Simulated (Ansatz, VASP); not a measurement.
Cs in VASP and in Ansatz

The input INCAR:

```
  PREC = Accurate
  ENCUT = 520
  EDIFF = 1E-7
  ISMEAR = 0
  SIGMA = 0.15
  LREAL = False
  LASPH = True
  NELM = 100
  ALGO = Fast
  ISIF = 2
  LWAVE = False
  LCHARG = False
  GGA = PE
  NBANDS = 10
```

Contents of KPOINTS:

```
regular mesh
0
Gamma
  12 12 12
```

File POSCAR:

```
Cs
1.0
   -3.0225000000      3.0225000000      2.7807000000
    3.0225000000     -3.0225000000      2.7807000000
    3.0225000000      3.0225000000     -2.7807000000
Cs
1
Direct
    0.0000000000      0.0000000000      0.0000000000
```

Input for Ansatz:

```yaml
crystal:
  lattice:
    - [-3.0225, 3.0225, 2.7807]
    - [3.0225, -3.0225, 2.7807]
    - [3.0225, 3.0225, -2.7807]
  atoms:
    - { symbol: Cs, position: [0.0, 0.0, 0.0] }
basis:
  ecutwfc: 420
kpoints:
  mp_grid: { grid: [12, 12, 12] }
hamiltonian:
  xc: pbe
scf:
  occupations: { method: gaussian, width: 0.15 }
output:
  forces: true
  stress: true
  eigenvalues: true
```

Change from the starting cell: strain +0.000 along x and y, -0.080 along z, atoms carried along.

Alike in both runs: task single point; functional PBE; k mesh 12 × 12 × 12; occupations gaussian, width 0.15 eV; no spin polarisation.

|  | VASP | Ansatz |
| --- | --- | --- |
| version | VASP 6.6.1 | Ansatz 0.2.0 |
| potentials or method | VASP PAW PBE potentials, release 64 (Cs_sv), cutoff 520 eV | scalar-relativistic, plane waves, PAW |
| valence electrons in the cell | 9 | 9 |

|  | VASP | Ansatz | Ansatz less VASP |
| --- | --- | --- | --- |
| gap on the k mesh at the Fermi level (eV) | none | none | - |
| pressure (GPa) | 0.3 | 0.4 | +0.01 |

A gap of «none» marks a metal or a gap that the smearing closes.

Spin-orbit coupling is off throughout.
